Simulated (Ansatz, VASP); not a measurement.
## Two plane-wave programs on Si3Ge

```
Si Ge
1.0
     3.88810    0.00000    0.00000
     0.00000    3.88810    0.00000
     0.00000    0.00000    5.48368
Si Ge
3 1
Direct
  0.50000 0.00000 0.75488
  0.50000 0.50000 0.00000
  0.00000 0.50000 0.24512
  0.00000 0.00000 0.50000
```

Alike in both runs: task single point; functional PBE; k mesh 6 × 6 × 4; no spin polarisation.

|  | VASP | Ansatz |
| --- | --- | --- |
| version | VASP 6.6.1 | Ansatz 0.2.0 |
| potentials or method | VASP PAW PBE potentials, release 64 (Si, Ge_d) | plane waves, PAW |
| plane-wave cutoff (eV) | 520 | 420 |
| occupations | gaussian, width 0.01 eV | fixed |
| valence electrons in the cell | 26 | 26 |

|  | VASP | Ansatz | Ansatz less VASP |
| --- | --- | --- | --- |
| gap on the k mesh at the Fermi level (eV) | 0.38 | 0.38 | -0.002 |
